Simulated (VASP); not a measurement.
# KCl (P4/mmm) in VASP: notebook

The runs below take KCl through single point, with PBEsol.

All numbers are computed with VASP 6.6.1; they aren't measurements. Logs are shortened: lines on timing, memory, paths and dates and some standing lists are left out, and cuts for length are marked.

## Step 1: The cell of the first run

The structure is tetragonal, space group P4/mmm (No. 123). The conventional cell has a = 3.762 Å, b = 3.762 Å, c = 3.839 Å, α = 90.00°, β = 90.00°, γ = 90.00°. K (site symmetry 4/mmm) has 8 Cl at 3.28 Å and 6 K at 3.76 to 3.84 Å within 4.3 Å. Cl (site symmetry 4/mmm) has 8 K at 3.28 Å and 6 Cl at 3.76 to 3.84 Å within 4.3 Å.

## Step 2: Single point, PBEsol (strain -0.0200 x Voigt [1, 1, 0, 0, 0, 0])

Input file INCAR:

```
PREC = Accurate ; ENCUT = 520
EDIFF = 1E-6 ; ISMEAR = 0
SIGMA = 0.05 ; LREAL = False
LASPH = True ; NELM = 60
ALGO = Normal ; ISIF = 2
LWAVE = False ; LCHARG = False
GGA = PS ; NBANDS = 15
```

Input file KPOINTS:

```
Automatic mesh
0
Gamma
  6 6 6
```

Input file POSCAR:

```
KCl
1.0
    3.7624120800      0.0000000000      0.0000000000
    0.0000000000      3.7624120800      0.0000000000
    0.0000000000      0.0000000000      3.8391960000
K Cl
1 1
Direct
    0.0000000000      0.0000000000      0.0000000000
    0.5000000000      0.5000000000      0.5000000000
```

Potentials or basis: VASP PAW PBE potentials, release 64 (K_sv, Cl).

Run with:

```sh
> cat potpaw_PBE.64/K_sv/POTCAR potpaw_PBE.64/Cl/POTCAR > POTCAR
> mpirun -np 1 vasp_std > vasp.out
```

OUTCAR:

```text
PREC = Accurate
   ENCUT = 520
   EDIFF = 1E-6
   ISMEAR = 0
   LREAL = False
   LASPH = True
   NELM = 60
   ISIF = 2
   GGA = PS

 ion  position               nearest neighbor table
   1  0.000  0.000  0.000-
   2  0.500  0.500  0.500-

  LATTYP: Found a simple tetragonal cell.
 ALAT       =     3.7624120800
 C/A-ratio  =     1.0204081633

  Lattice vectors:

 A1 = (   3.7624120800,   0.0000000000,   0.0000000000)
 A2 = (   0.0000000000,   3.7624120800,   0.0000000000)
 A3 = (   0.0000000000,   0.0000000000,   3.8391960000)

Analysis of symmetry for initial positions (statically):
=====================================================================
 Subroutine PRICEL returns:
 Original cell was already a primitive cell.

 Routine SETGRP: Setting up the symmetry group for a
 simple tetragonal supercell.

 Subroutine GETGRP returns: Found 16 space group operations
 (whereof 16 operations were pure point group operations)
 out of a pool of 16 trial point group operations.

The static configuration has the point symmetry D_4h.

Analysis of symmetry for dynamics (positions and initial velocities):
=====================================================================
 Subroutine PRICEL returns:
 Original cell was already a primitive cell.

 Routine SETGRP: Setting up the symmetry group for a
 simple tetragonal supercell.

 Subroutine GETGRP returns: Found 16 space group operations
 (whereof 16 operations were pure point group operations)
 out of a pool of 16 trial point group operations.

The dynamic configuration has the point symmetry D_4h.

 Subroutine INISYM returns: Found 16 space group operations
 (whereof 16 operations are pure point group operations),
 and found     1 'primitive' translations

----------------------------------------------------------------------------------------

                                     Primitive cell

  volume of cell :      54.3467

  direct lattice vectors                    reciprocal lattice vectors
     3.762412080  0.000000000  0.000000000     0.265786942  0.000000000  0.000000000
     0.000000000  3.762412080  0.000000000     0.000000000  0.265786942  0.000000000
     0.000000000  0.000000000  3.839196000     0.000000000  0.000000000  0.260471203

  length of vectors
     3.762412080  3.762412080  3.839196000     0.265786942  0.265786942  0.260471203

  position of ions in fractional coordinates (direct lattice)
     0.000000000  0.000000000  0.000000000
     0.500000000  0.500000000  0.500000000

  ion indices of the primitive-cell ions
   primitive index   ion index
                 1           1
                 2           2

----------------------------------------------------------------------------------------

 KPOINTS: Automatic mesh

Automatic generation of k-mesh.
 Grid dimensions read from file:
 generate k-points for:    6    6    6

 Generating k-lattice:

  Cartesian coordinates                     Fractional coordinates (reciprocal lattice)
     0.044297824  0.000000000  0.000000000     0.166666667  0.000000000  0.000000000
     0.000000000  0.044297824  0.000000000     0.000000000  0.166666667  0.000000000
     0.000000000  0.000000000  0.043411867     0.000000000  0.000000000  0.166666667

  Length of vectors
     0.044297824  0.044297824  0.043411867

  Shift w.r.t. Gamma in fractional coordinates (k-lattice)
     0.000000000  0.000000000  0.000000000

 Subroutine IBZKPT returns following result:
 ===========================================

 Found     40 irreducible k-points:

 Following reciprocal coordinates:
            Coordinates               Weight
  0.000000  0.000000  0.000000      1.000000
  0.166667  0.000000  0.000000      4.000000
  0.333333  0.000000  0.000000      4.000000
  0.500000  0.000000  0.000000      2.000000
  0.166667  0.166667  0.000000      4.000000
  0.333333  0.166667  0.000000      8.000000
[... 16 lines left out ...]
  0.333333  0.000000  0.333333      8.000000
  0.500000  0.000000  0.333333      4.000000
 [... further k-points ...]
   k-points           NKPTS =     40   k-points in BZ     NKDIM =     40   number of bands    NBANDS=     15
   number of dos      NEDOS =    301   number of ions     NIONS =      2
   total plane-waves  NPLWV =  23520
   dimension x,y,z NGX =    28 NGY =   28 NGZ =   30
   dimension x,y,z NGXF=    56 NGYF=   56 NGZF=   60
   ions per type =               1   1
   NGX,Y,Z   is equivalent  to a cutoff of  12.37, 12.37, 12.99 a.u.
   NGXF,Y,Z  is equivalent  to a cutoff of  24.74, 24.74, 25.98 a.u.
 SYSTEM =  unknown system
   PREC   = accura    normal or accurate (medium, high low for compatibility)
   ISTART =      0    job   : 0-new  1-cont  2-samecut
   ICHARG =      2    charge: 1-file 2-atom 10-const
   ISPIN  =      1    spin polarized calculation?
   LNONCOLLINEAR =      F non collinear calculations
   LSORBIT =      F    spin-orbit coupling
   LASPH  =      T    aspherical Exc in radial PAW
[... 27 lines left out ...]
   GGA     = PS    functional components
   LHFCALC =     F    Hartree Fock is set to
   AEXX    =    0.0000 exact exchange contribution
   IVDW    =     0    specifies the selected vdW correction
   LEPSILON=     F    determine dielectric tensor
   LRPA    =     F    only Hartree local field effects (RPA)
 non-spin polarized calculation
 Gauss-broadening in eV      SIGMA  =   0.05
  energy-cutoff  :      520.00
  volume of cell :       54.35
 maximum number of plane-waves:      1474
 NGX is ok and might be reduce to    28
   NGX = 13   NGY = 13   NGZ = 15

 number of electron      16.0000002 magnetization

 Free energy of the ion-electron system (eV)
  ---------------------------------------------------
  ext. energy  EPLUGINS =         0.00000000
  ---------------------------------------------------
  free energy    TOTEN  =        -6.90897279 eV

  energy without entropy =       -6.90897279  energy(sigma->0) =       -6.90897279

 E-fermi :  -0.3431     XC(G=0):  -8.4496

 val. band max:       -0.6695022942   @ k =   0.5000   0.0000   0.5000
 cond. band min:       4.0752215282   @ k =   0.0000   0.0000   0.0000
 fundamental gap:      4.7447238224
 Fermi energy:        -0.3431375666

 k-point     1 :       0.0000    0.0000    0.0000
  band No.  band energies     occupation
      1     -28.5271      2.00000
      2     -13.3289      2.00000
      3     -11.9762      2.00000
      4     -11.9651      2.00000
      5     -11.9651      2.00000
      6      -0.9909      2.00000
      7      -0.8790      2.00000
      8      -0.8790      2.00000
      9       4.0752      0.00000
     10       5.6621      0.00000
     11       5.7452      0.00000
     12       9.9833      0.00000
     13       9.9833      0.00000
     14      10.1271      0.00000
     15      12.9262      0.00000

 k-point     2 :       0.1667    0.0000    0.0000
  band No.  band energies     occupation
      1     -28.5208      2.00000
      2     -13.3681      2.00000
      3     -11.9662      2.00000
      4     -11.9557      2.00000
      5     -11.9394      2.00000
      6      -1.4188      2.00000
      7      -0.9952      2.00000
      8      -0.8799      2.00000
      9       4.7109      0.00000
     10       5.9235      0.00000
     11       6.3269      0.00000
     12       9.8663      0.00000
     13       9.9922      0.00000
     14      10.1245      0.00000
     15      12.0390      0.00000

 k-point     3 :       0.3333    0.0000    0.0000
  band No.  band energies     occupation
      1     -28.5081      2.00000
      2     -13.4527      2.00000
      3     -11.9461      2.00000
      4     -11.9368      2.00000
      5     -11.8745      2.00000
      6      -2.2639      2.00000
      7      -1.0049      2.00000
      8      -0.8829      2.00000
      9       6.0151      0.00000
     10       6.5891      0.00000
     11       7.4472      0.00000
     12       9.7714      0.00000
     13       9.8500      0.00000
     14      10.2873      0.00000
     15      10.4553      0.00000
[... 343 lines left out ...]
 k-point    23 :       0.3333    0.0000    0.3333
  band No.  band energies     occupation
      1     -28.4939      2.00000
      2     -13.2639      2.00000
      3     -12.1637      2.00000
      4     -11.9667      2.00000
      5     -11.9172      2.00000
      6      -2.0063      2.00000
      7      -1.7775      2.00000
      8      -0.7710      2.00000
      9       6.0064      0.00000
     10       6.7592      0.00000
     11       8.6307      0.00000
     12       8.7972      0.00000
     13       9.2153      0.00000
     14       9.4187      0.00000
     15      11.4127      0.00000

 k-point    24 :       0.5000    0.0000    0.3333
  band No.  band energies     occupation
      1     -28.4879      2.00000
      2     -13.1905      2.00000
      3     -12.1393      2.00000
      4     -12.1069      2.00000
      5     -11.9093      2.00000
      6      -2.1710      2.00000
      7      -1.7515      2.00000
      8      -0.7258      2.00000
      9       5.7811      0.00000
     10       6.7440      0.00000
     11       8.5744      0.00000
     12       8.6335      0.00000
     13       9.2816      0.00000
     14      10.1325      0.00000
     15      11.6654      0.00000

 [... further k-points ...]
[... 5 lines left out ...]
  --------------------------------------------------------------------------------------
  -------------------------------------------------------------------------------------
  Total       -0.1574725     -0.1574725     -0.4583313      0.0000000      0.0000000      0.0000000
  in kB       -4.6423983     -4.6423983    -13.5119222      0.0000000      0.0000000      0.0000000
  external PRESSURE =      -7.5989063 kB  Pullay stress =       0.0000000 kB

 VOLUME and BASIS-vectors are now :
 -----------------------------------------------------------------------------
  energy-cutoff  :      520.00
  volume of cell :       54.35
      direct lattice vectors                 reciprocal lattice vectors
     3.762412080  0.000000000  0.000000000     0.265786942  0.000000000  0.000000000
     0.000000000  3.762412080  0.000000000     0.000000000  0.265786942  0.000000000
     0.000000000  0.000000000  3.839196000     0.000000000  0.000000000  0.260471203

 POSITION                                       TOTAL-FORCE (eV/Angst)
 -----------------------------------------------------------------------------------
      0.00000      0.00000      0.00000         0.000000      0.000000      0.000000
      1.88121      1.88121      1.91960         0.000000      0.000000      0.000000
 -----------------------------------------------------------------------------------
    total drift:                                0.000000      0.000000      0.000000

  FREE ENERGIE OF THE ION-ELECTRON SYSTEM (eV)
  ---------------------------------------------------
  free  energy   TOTEN  =        -6.9089727884 eV

  energy  without entropy=       -6.9089727884  energy(sigma->0) =       -6.90897279
```

Run time: 39 s. Hardware: 1 thread of AMD EPYC 7R43 (Zen 3), shared host; peak memory 0.14 GiB.

What came out:

```
Free energy            : -6.9090 eV
Pressure               : -0.8 GPa
Band gap on the k mesh : 4.74 eV, indirect (least direct gap 4.95 eV)
```

Stress tensor (GPa, compression positive):
```
-0.46  0.00  0.00
 0.00 -0.46  0.00
 0.00  0.00 -1.35
```

Levels at points of the mesh, in eV from the valence-band top:
| k point | band 5 | band 6 | band 7 | band 8 | band 9 | band 10 | band 11 | band 12 |
| --- | --- | --- | --- | --- | --- | --- | --- | --- |
| (0.00, 0.00, 0.00) | -11.30 | -0.32 | -0.21 | -0.21 | 4.74 | 6.33 | 6.41 | 10.65 |
| (0.50, 0.00, 0.00) | -11.17 | -1.95 | -0.34 | -0.22 | 7.68 | 7.82 | 8.38 | 9.96 |
| (0.50, 0.50, 0.00) | -11.24 | -1.31 | -1.31 | -0.09 | 6.07 | 7.06 | 8.75 | 8.75 |
| (0.00, 0.00, 0.50) | -11.13 | -1.94 | -0.24 | -0.24 | 7.68 | 7.77 | 8.23 | 9.99 |
| (0.50, 0.00, 0.50) | -11.23 | -1.34 | -1.29 | 0.00 | 6.02 | 7.22 | 8.91 | 8.97 |
| (0.50, 0.50, 0.50) | -11.47 | -1.48 | -1.48 | -1.45 | 8.70 | 8.77 | 8.77 | 9.85 |

Caveat: the cell differs from its parent crystal (strain -0.0200 x Voigt [1, 1, 0, 0, 0, 0]); the PAW data sets were made with another functional, which shifts forces and pressure a little.

## Step 3: Single point, PBEsol (strain -0.0100 x Voigt [1, 1, 0, 0, 0, 0])

Input file INCAR:

```
SYSTEM = KCl
PREC = Accurate
ENCUT = 520
EDIFF = 1E-6
ISMEAR = 0
SIGMA = 0.05
LREAL = .FALSE.
LASPH = .TRUE.
NELM = 60
ALGO = Normal
ISIF = 2
LWAVE = .FALSE.
LCHARG = .TRUE.
GGA = PS
LELF = .TRUE.
LVHAR = .TRUE.
NBANDS = 15
```

Input file KPOINTS:

```
regular mesh
0
G
  6 6 6
  0 0 0
```

Input file POSCAR:

```
KCl
1.0
    3.8008040400      0.0000000000      0.0000000000
    0.0000000000      3.8008040400      0.0000000000
    0.0000000000      0.0000000000      3.8391960000
K Cl
1 1
Direct
    0.0000000000      0.0000000000      0.0000000000
    0.5000000000      0.5000000000      0.5000000000
```

Potentials or basis: VASP PAW PBE potentials, release 64 (K_sv, Cl).

Run with:

```sh
> cat potpaw_PBE.64/K_sv/POTCAR potpaw_PBE.64/Cl/POTCAR > POTCAR
> mpirun -np 1 vasp_std > vasp.out
```

Run time: 31 s. Hardware: 1 thread of AMD EPYC 7R43 (Zen 3), shared host; peak memory 0.14 GiB.

Results (log left out):

| Quantity | Value |
| --- | --- |
| Free energy | -6.9043 eV |
| Pressure | -1.1 GPa |
| Band gap on the k mesh | 4.68 eV, indirect (least direct gap 4.89 eV) |

Stress tensor (GPa, compression positive):
```
-0.97  0.00  0.00
 0.00 -0.97  0.00
 0.00  0.00 -1.40
```

Levels at points of the mesh, in eV from the valence-band top:
| k point | band 5 | band 6 | band 7 | band 8 | band 9 | band 10 | band 11 | band 12 |
| --- | --- | --- | --- | --- | --- | --- | --- | --- |
| (0.00, 0.00, 0.00) | -11.32 | -0.26 | -0.21 | -0.21 | 4.68 | 6.39 | 6.43 | 10.64 |
| (0.50, 0.00, 0.00) | -11.18 | -1.88 | -0.28 | -0.22 | 7.60 | 7.82 | 8.25 | 9.97 |
| (0.50, 0.50, 0.00) | -11.26 | -1.26 | -1.26 | -0.04 | 6.06 | 7.11 | 8.81 | 8.81 |
| (0.00, 0.00, 0.50) | -11.17 | -1.87 | -0.23 | -0.23 | 7.60 | 7.80 | 8.18 | 9.99 |
| (0.50, 0.00, 0.50) | -11.26 | -1.28 | -1.25 | 0.00 | 6.04 | 7.19 | 8.89 | 8.92 |
| (0.50, 0.50, 0.50) | -11.49 | -1.41 | -1.41 | -1.39 | 8.68 | 8.71 | 8.71 | 9.84 |

Caveat: the cell differs from its parent crystal (strain -0.0100 x Voigt [1, 1, 0, 0, 0, 0]); the PAW data sets were made with another functional, which shifts forces and pressure a little.

## Step 4: Single point, PBEsol (strain -0.0150 x Voigt [1, 1, 0, 0, 0, 0])

Input file INCAR:

```
SYSTEM = KCl
PREC     = Accurate       ! precision mode
ENCUT    = 520            ! plane-wave cutoff, eV
EDIFF    = 1E-7           ! SCF threshold, eV
ISMEAR   = 0              ! smearing method
SIGMA    = 0.05           ! smearing width, eV
LREAL    = .FALSE.        ! projectors in reciprocal space
LASPH    = .TRUE.         ! aspherical terms in the spheres
NELM     = 100            ! most SCF steps
ALGO     = Normal         ! electronic algorithm
ISIF     = 2              ! what is computed and relaxed
LWAVE    = .FALSE.        ! write WAVECAR
LCHARG   = .FALSE.        ! write CHGCAR
GGA      = PS             ! functional
NBANDS   = 15             ! bands
```

KPOINTS is that of step 3.

Input file POSCAR:

```
KCl
1.0
    3.7816080600      0.0000000000      0.0000000000
    0.0000000000      3.7816080600      0.0000000000
    0.0000000000      0.0000000000      3.8391960000
K Cl
1 1
Direct
    0.0000000000      0.0000000000      0.0000000000
    0.5000000000      0.5000000000      0.5000000000
```

Run with:

```sh
> cat potpaw_PBE.64/K_sv/POTCAR potpaw_PBE.64/Cl/POTCAR > POTCAR
> mpirun -np 1 vasp_std > vasp.out
```

Wall time 33 s (1 thread of AMD EPYC 7R43 (Zen 3), shared host); peak memory 0.14 GiB.

It converged, with:

* Free energy: -6.9071 eV
* Pressure: -0.9 GPa
* Band gap on the k mesh: 4.71 eV, indirect (least direct gap 4.92 eV)

Stress tensor (GPa, compression positive):
```
-0.72  0.00  0.00
 0.00 -0.72  0.00
 0.00  0.00 -1.37
```

Levels at points of the mesh, in eV from the valence-band top:
| k point | band 5 | band 6 | band 7 | band 8 | band 9 | band 10 | band 11 | band 12 |
| --- | --- | --- | --- | --- | --- | --- | --- | --- |
| (0.00, 0.00, 0.00) | -11.31 | -0.29 | -0.21 | -0.21 | 4.71 | 6.36 | 6.42 | 10.65 |
| (0.50, 0.00, 0.00) | -11.17 | -1.91 | -0.31 | -0.22 | 7.64 | 7.82 | 8.32 | 9.97 |
| (0.50, 0.50, 0.00) | -11.25 | -1.29 | -1.29 | -0.07 | 6.07 | 7.08 | 8.78 | 8.78 |
| (0.00, 0.00, 0.50) | -11.15 | -1.91 | -0.23 | -0.23 | 7.64 | 7.79 | 8.21 | 9.99 |
| (0.50, 0.00, 0.50) | -11.25 | -1.31 | -1.27 | 0.00 | 6.03 | 7.21 | 8.90 | 8.95 |
| (0.50, 0.50, 0.50) | -11.48 | -1.45 | -1.45 | -1.42 | 8.69 | 8.74 | 8.74 | 9.85 |

Caveat: the cell differs from its parent crystal (strain -0.0150 x Voigt [1, 1, 0, 0, 0, 0]); the PAW data sets were made with another functional, which shifts forces and pressure a little. A k mesh can miss the band edges.

## Step 5: Single point, PBEsol (strain -0.0050 x Voigt [1, 1, 0, 0, 0, 0])

Input file INCAR:

```
ALGO     = Normal         # electronic algorithm
EDIFF    = 1E-6           # SCF threshold, eV
ENCUT    = 520            # plane-wave cutoff, eV
GGA      = PS             # functional
ISIF     = 2              # what is computed and relaxed
ISMEAR   = 0              # smearing method
LASPH    = T              # aspherical terms in the spheres
LCHARG   = F              # write CHGCAR
LREAL    = F              # projectors in reciprocal space
LWAVE    = F              # write WAVECAR
NBANDS   = 15             # bands
NELM     = 100            # most SCF steps
PREC     = Accurate       # precision mode
SIGMA    = 0.05           # smearing width, eV
```

Input file KPOINTS:

```
k-points
0
Gamma
  6 6 6
```

Input file POSCAR:

```
KCl
1.0
    3.8200000200      0.0000000000      0.0000000000
    0.0000000000      3.8200000200      0.0000000000
    0.0000000000      0.0000000000      3.8391960000
K Cl
1 1
Direct
    0.0000000000      0.0000000000      0.0000000000
    0.5000000000      0.5000000000      0.5000000000
```

Run with:

```sh
> cat potpaw_PBE.64/K_sv/POTCAR potpaw_PBE.64/Cl/POTCAR > POTCAR
> mpirun -np 1 vasp_std > vasp.out
```

Run time: 30 s. Hardware: 1 thread of AMD EPYC 7R43 (Zen 3), shared host; peak memory 0.14 GiB.

It converged, with:

```
Free energy            : -6.9007 eV
Pressure               : -1.3 GPa
Band gap on the k mesh : 4.65 eV, indirect (least direct gap 4.86 eV)
```

Stress tensor (GPa, compression positive):
```
-1.20  0.00  0.00
 0.00 -1.20  0.00
 0.00  0.00 -1.42
```

Levels at points of the mesh, in eV from the valence-band top:
| k point | band 4 | band 5 | band 6 | band 7 | band 8 | band 9 | band 10 | band 11 | band 12 | band 13 |
| --- | --- | --- | --- | --- | --- | --- | --- | --- | --- | --- |
| (0.00, 0.00, 0.00) | -11.33 | -11.33 | -0.24 | -0.21 | -0.21 | 4.65 | 6.42 | 6.44 | 10.63 | 10.63 |
| (0.50, 0.00, 0.00) | -11.30 | -11.19 | -1.84 | -0.25 | -0.22 | 7.56 | 7.82 | 8.19 | 9.98 | 10.46 |
| (0.50, 0.50, 0.00) | -11.57 | -11.27 | -1.24 | -1.24 | -0.02 | 6.06 | 7.13 | 8.84 | 8.84 | 11.25 |
| (0.00, 0.00, 0.50) | -11.30 | -11.19 | -1.84 | -0.22 | -0.22 | 7.56 | 7.81 | 8.16 | 9.99 | 10.50 |
| (0.50, 0.00, 0.50) | -11.56 | -11.27 | -1.25 | -1.24 | 0.00 | 6.04 | 7.17 | 8.88 | 8.90 | 11.22 |
| (0.50, 0.50, 0.50) | -11.51 | -11.50 | -1.37 | -1.37 | -1.37 | 8.66 | 8.68 | 8.68 | 9.83 | 9.88 |

Caveat: the cell differs from its parent crystal (strain -0.0050 x Voigt [1, 1, 0, 0, 0, 0]); the PAW data sets were made with another functional, which shifts forces and pressure a little. A k mesh can miss the band edges.

## Step 6: Summary

| cell | gap on the mesh (eV) | pressure (GPa) |
| --- | --- | --- |
| a = 3.762, b = 3.762, c = 3.839 Å, 2 atoms | 4.74 | -0.8 |
| a = 3.801, b = 3.801, c = 3.839 Å, 2 atoms | 4.68 | -1.1 |
| a = 3.782, b = 3.782, c = 3.839 Å, 2 atoms | 4.71 | -0.9 |
| a = 3.820, b = 3.820, c = 3.839 Å, 2 atoms | 4.65 | -1.3 |

Alike in all rows: task single point; level PBEsol; potentials or basis VASP PAW PBE potentials, release 64 (K_sv, Cl); no spin polarisation; k mesh 6 × 6 × 6; cutoff (eV) 520; smearing gaussian 0.05 eV.

Caveats: the PAW data sets were made with another functional, which shifts forces and pressure a little.

Absolute energies hang on the potentials; compare differences alone.
